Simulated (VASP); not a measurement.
# Be (Fd-3m) in VASP: notebook

The runs below take Be through density of states, with PBEsol.

Program: VASP 6.6.1. These are calculated values, not measurements. Logs are shortened: lines on timing, memory, paths and dates and some standing lists are left out, and cuts for length are marked.

**1. The cell of the first run**

Symmetry: Fd-3m, No. 227, cubic system. The conventional cell has a = 4.874 Å, b = 4.874 Å, c = 4.874 Å, α = 90.00°, β = 90.00°, γ = 90.00°. Within 2.8 Å of Be (site symmetry -43m) lie 4 Be at 2.11 Å.

**2. Density of states, PBEsol**

File POSCAR:

```
Be
1.0
    0.0000000000      2.4368120610      2.4368120610
    2.4368120610      0.0000000000      2.4368120610
    2.4368120610      2.4368120610      0.0000000000
Be
2
Direct
   -0.1250000000     -0.1250000000     -0.1250000000
    0.1250000000      0.1250000000      0.1250000000
```

File INCAR.step1:

```
SYSTEM = Be
  ALGO = Normal
  EDIFF = 1E-6
  ENCUT = 520
  GGA = PS
  GGA_COMPAT = .FALSE.
  ISIF = 2
  ISMEAR = -1
  LASPH = .TRUE.
  LCHARG = .TRUE.
  LORBIT = 11
  LREAL = .FALSE.
  LWAVE = .FALSE.
  NBANDS = 9
  NEDOS = 2001
  NELM = 120
  PREC = Accurate
  SIGMA = 0.05
```

File KPOINTS.step1:

```
k-points
0
G
  15 15 15
  0 0 0
```

File INCAR.step2:

```
SYSTEM = Be
  ALGO = Normal
  EDIFF = 1E-6
  ENCUT = 520
  GGA = PS
  GGA_COMPAT = .FALSE.
  ICHARG = 11
  ISIF = 2
  ISMEAR = -5
  LASPH = .TRUE.
  LCHARG = .FALSE.
  LORBIT = 11
  LREAL = .FALSE.
  LWAVE = .FALSE.
  NEDOS = 1001
  NELM = 120
  PREC = Accurate
  SIGMA = 0.05
```

File KPOINTS.step2:

```
k-points
0
G
  23 23 23
  0 0 0
```

Potentials or basis: VASP PAW PBE potentials, release 64 (Be).

Launch:

```sh
$ cat potpaw_PBE.64/Be/POTCAR > POTCAR
$ cp INCAR.step1 INCAR
$ cp KPOINTS.step1 KPOINTS
$ mpirun -np 1 vasp_std > vasp.out
$ cp INCAR.step2 INCAR
$ cp KPOINTS.step2 KPOINTS
$ mpirun -np 1 vasp_std > vasp.out
```

OUTCAR:

```text
SYSTEM = Be
   EDIFF = 1E-6
   ENCUT = 520
   GGA = PS
   ICHARG = 11
   ISIF = 2
   ISMEAR = -5
   LASPH = .TRUE.
   LORBIT = 11
   LREAL = .FALSE.
   NELM = 120
   PREC = Accurate

 ion  position               nearest neighbor table
   1  0.875  0.875  0.875-   2 2.11   2 2.11   2 2.11   2 2.11
   2  0.125  0.125  0.125-   1 2.11   1 2.11   1 2.11   1 2.11

  LATTYP: Found a face centered cubic cell.
 ALAT       =     4.8736241220

  Lattice vectors:

 A1 = (   0.0000000000,   2.4368120610,   2.4368120610)
 A2 = (   2.4368120610,   0.0000000000,   2.4368120610)
 A3 = (   2.4368120610,   2.4368120610,   0.0000000000)

Analysis of symmetry for initial positions (statically):
=====================================================================
 Subroutine PRICEL returns:
 Original cell was already a primitive cell.

 Routine SETGRP: Setting up the symmetry group for a
 face centered cubic supercell.

 Subroutine GETGRP returns: Found 48 space group operations
 (whereof 12 operations were pure point group operations)
 out of a pool of 48 trial point group operations.

The static configuration has the point symmetry D_3d.
 The point group associated with its full space group is O_h .

Analysis of symmetry for dynamics (positions and initial velocities):
=====================================================================
 Subroutine PRICEL returns:
 Original cell was already a primitive cell.

 Routine SETGRP: Setting up the symmetry group for a
 face centered cubic supercell.

 Subroutine GETGRP returns: Found 48 space group operations
 (whereof 12 operations were pure point group operations)
 out of a pool of 48 trial point group operations.

The dynamic configuration has the point symmetry D_3d.
 The point group associated with its full space group is O_h .

 Subroutine INISYM returns: Found 48 space group operations
 (whereof 12 operations are pure point group operations),
 and found     1 'primitive' translations

----------------------------------------------------------------------------------------

                                     Primitive cell

  volume of cell :      28.9398

  direct lattice vectors                    reciprocal lattice vectors
     0.000000000  2.436812061  2.436812061    -0.205186115  0.205186115  0.205186115
     2.436812061  0.000000000  2.436812061     0.205186115 -0.205186115  0.205186115
     2.436812061  2.436812061  0.000000000     0.205186115  0.205186115 -0.205186115

  length of vectors
[... 93 lines left out ...]
   TEBEG  =    0.0;   TEEND  =   0.0 temperature during run
   PSTRESS=    0.0 pullay stress
   NELECT =       4.0000    total number of electrons
   NUPDOWN=      -1.0000    fix difference up-down
   EMIN   =  10.00;   EMAX   =-10.00  energy-range for DOS
   EFERMI =   0.00;   METHOD = LEGACY
   ISMEAR =    -5;   SIGMA  =   0.05  broadening in eV -4-tet -1-fermi 0-gaus
   EFERMI_NEDOS =   21; number of points for ismear=-14 and -15
   IALGO  =     38    algorithm
   IMIX   =      4    mixing-type and parameters
     AMIX     =   0.40;   BMIX     =  1.00
     AMIX_MAG =   1.60;   BMIX_MAG =  1.00
  volume/ion in A,a.u.               =      14.47        97.65
  Fermi-wavevector in a.u.,A,eV,Ry     =   0.846440  1.599539  9.748037  0.716461
  Thomas-Fermi vector in A             =   1.961787
   LORBIT       =     11    0 simple, 1 ext, 2 COOP (PROOUT), +10 PAW based schemes
   GGA     = PS    functional components
   LHFCALC =     F    Hartree Fock is set to
   AEXX    =    0.0000 exact exchange contribution
   IVDW    =     0    specifies the selected vdW correction
   LEPSILON=     F    determine dielectric tensor
   LRPA    =     F    only Hartree local field effects (RPA)
 non-spin polarized calculation
 Fermi weights with tetrahedron method with Bloechl corrections
  energy-cutoff  :      520.00
  volume of cell :       28.94
 maximum number of plane-waves:       793
 NGX is ok and might be reduce to    28

 number of electron       4.0000000 magnetization

 Free energy of the ion-electron system (eV)
  ---------------------------------------------------
  ext. energy  EPLUGINS =         0.00000000
  ---------------------------------------------------
  free energy    TOTEN  =        -4.61951379 eV

  energy without entropy =       -4.61951379  energy(sigma->0) =       -4.61951379

 E-fermi :   1.8691     XC(G=0):  -8.6337

 val. band max:        1.9227000999   @ k =  -0.1739   0.3043   0.1304
 cond. band min:       1.7781602224   @ k =  -0.3913   0.4348   0.1739
 fundamental gap:     -0.1445398775
 Fermi energy:         1.8691474061

 k-point     1 :       0.0000    0.0000    0.0000
  band No.  band energies     occupation
      1      -5.5019      2.00000
      2       6.6950      0.00000
      3       6.6950      0.00000
      4       6.6950      0.00000
      5       9.2137      0.00000
      6       9.2137      0.00000
[... 199 lines left out ...]
 k-point    24 :      -0.4783    0.0435    0.0000
  band No.  band energies     occupation
      1      -1.8523      2.00000
      2      -1.6169      2.00000
      3       4.8013      0.00000
      4       4.8842      0.00000
      5      10.2883      0.00000
      6      10.4664      0.00000

 [... further k-points ...]

------------------------ aborting loop because EDIFF is reached ----------------------------------------

  FORCE on cell =-STRESS in cart. coord.  units (eV):
  Direction    XX          YY          ZZ          XY          YZ          ZX
  --------------------------------------------------------------------------------------
  -------------------------------------------------------------------------------------
  Total        0.0298295      0.0298295      0.0298295     -0.0000000     -0.0000000     -0.0000000
  in kB        1.6514299      1.6514299      1.6514299     -0.0000000     -0.0000000     -0.0000000
  external PRESSURE =       1.6514299 kB  Pullay stress =       0.0000000 kB

 VOLUME and BASIS-vectors are now :
 -----------------------------------------------------------------------------
  energy-cutoff  :      520.00
  volume of cell :       28.94
      direct lattice vectors                 reciprocal lattice vectors
     0.000000000  2.436812061  2.436812061    -0.205186115  0.205186115  0.205186115
     2.436812061  0.000000000  2.436812061     0.205186115 -0.205186115  0.205186115
     2.436812061  2.436812061  0.000000000     0.205186115  0.205186115 -0.205186115

 POSITION                                       TOTAL-FORCE (eV/Angst)
 -----------------------------------------------------------------------------------
      4.26442      4.26442      4.26442        -0.000000     -0.000000     -0.000000
      0.60920      0.60920      0.60920         0.000000      0.000000      0.000000
 -----------------------------------------------------------------------------------
    total drift:                               -0.000000     -0.000000     -0.000000

  FREE ENERGIE OF THE ION-ELECTRON SYSTEM (eV)
  ---------------------------------------------------
  free  energy   TOTEN  =        -4.6195137935 eV

  energy  without entropy=       -4.6195137935  energy(sigma->0) =       -4.61951379

 total charge

# of ion       s       p       d       tot
------------------------------------------
    1        0.515   0.437   0.000   0.952
    2        0.515   0.437   0.000   0.952
--------------------------------------------------
tot          1.030   0.873   0.000   1.904
```

OUTCAR.step1:

```text
SYSTEM = Be
   EDIFF = 1E-6
   ENCUT = 520
   GGA = PS
   ISIF = 2
   ISMEAR = -1
   LASPH = .TRUE.
   LORBIT = 11
[... 514 lines left out ...]
    total drift:                               -0.000000     -0.000000     -0.000000

  FREE ENERGIE OF THE ION-ELECTRON SYSTEM (eV)
  ---------------------------------------------------
  free  energy   TOTEN  =        -4.6231755351 eV

  energy  without entropy=       -4.6157828096  energy(sigma->0) =       -4.61947917

 total charge

# of ion       s       p       d       tot
------------------------------------------
    1        0.514   0.437   0.000   0.952
    2        0.514   0.437   0.000   0.952
--------------------------------------------------
tot          1.029   0.875   0.000   1.903
```

It took 92 s on 1 thread of Intel Xeon 8259CL, shared host; peak memory 0.18 GiB.

What came out:

```yaml
Valence_electrons_inside_the_program's_atomic_spheres: Be 0.95
```

Caveat: the PAW data sets were made with another functional, which shifts forces and pressure a little; tetrahedron occupations give inexact forces and stress in metals.

**3. Density of states, PBEsol (volume scaled by 0.4)**

File POSCAR:

```
Be
1.0
    0.0000000000      1.7954584778      1.7954584778
    1.7954584778      0.0000000000      1.7954584778
    1.7954584778      1.7954584778      0.0000000000
Be
2
Direct
   -0.1250000000     -0.1250000000     -0.1250000000
    0.1250000000      0.1250000000      0.1250000000
```

File INCAR.step1:

```
SYSTEM = Be
PREC = Accurate
ENCUT = 520
EDIFF = 1E-6
ISMEAR = -1
SIGMA = 0.05
LREAL = .False.
LASPH = .True.
NELM = 120
ALGO = Normal
ISIF = 2
LWAVE = .False.
LCHARG = .True.
GGA = PS
NBANDS = 9
GGA_COMPAT = .False.
NEDOS = 2001
LORBIT = 11
```

File KPOINTS.step1:

```
regular mesh
0
Gamma
  15 15 15
  0 0 0
```

File INCAR.step2:

```
SYSTEM = Be
PREC = Accurate
ENCUT = 520
EDIFF = 1E-6
ISMEAR = -5
SIGMA = 0.05
LREAL = .False.
LASPH = .True.
NELM = 120
ALGO = Normal
ISIF = 2
LWAVE = .False.
LCHARG = .False.
GGA = PS
LORBIT = 10
NBANDS = 9
NEDOS = 2001
ICHARG = 11
GGA_COMPAT = .False.
```

File KPOINTS.step2:

```
regular mesh
0
Gamma
  23 23 23
  0 0 0
```

Potentials or basis: VASP PAW PBE potentials, release 64 (Be).

Launch:

```sh
$ cat potpaw_PBE.64/Be/POTCAR > POTCAR
$ cp INCAR.step1 INCAR
$ cp KPOINTS.step1 KPOINTS
$ mpirun -np 1 vasp_std > vasp.out
$ cp INCAR.step2 INCAR
$ cp KPOINTS.step2 KPOINTS
$ mpirun -np 1 vasp_std > vasp.out
```

Run time: 18 s. Hardware: 1 thread of Intel Xeon 6975P-C (Granite Rapids), shared host; peak memory 0.14 GiB.

It converged, with:

| Quantity | Value |
| --- | --- |
| Valence electrons inside the program's atomic spheres | Be 1.86 |

Levels at points of the mesh, in eV from the Fermi level:
```csv
k point,band 1,band 2,band 3,band 4,band 5,band 6,band 7
"(0.00, 0.00, 0.00)",-12.13,8.88,8.88,8.88,12.36,12.36,12.36
```

Caveat: the PAW data sets were made with another functional, which shifts forces and pressure a little; tetrahedron occupations give inexact forces and stress in metals.

(Part 1 of 2 ends here.)
